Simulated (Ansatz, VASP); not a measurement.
**AlSn in VASP and in Ansatz**

```
Al Sn
1.0
     4.23845    0.00000    0.00000
    -2.11922    3.67060    0.00000
     0.00000    0.00000    3.24833
Al Sn
1 1
Direct
  0.00000 0.00000 0.00000
  0.33333 0.66667 0.50000
```

Alike in both runs: functional PBE; k mesh 9 × 9 × 10; occupations fermi-dirac, width 0.05 eV; no spin polarisation.

Ansatz relaxed the structure, and its values are those at the end. VASP's run is a single point on that final structure, the one shown.

|  | VASP | Ansatz |
| --- | --- | --- |
| version | VASP 6.6.1 | Ansatz 0.2.0 |
| potentials or method | VASP PAW PBE potentials, release 64 (Al, Sn_d), cutoff 520 eV | PAW with Ansatz's default frozen-core files, scalar-relativistic |
| valence electrons in the cell | 17 | 17 |

Ansatz gave:

| Property | Result |
| --- | --- |
| pressure (GPa) | 0.0 |

**Question.** Which values does VASP return?

**Answer.** Pressure (GPa): -0.1.

The functional is the same, so the differences come from potentials, cutoffs and numerics.
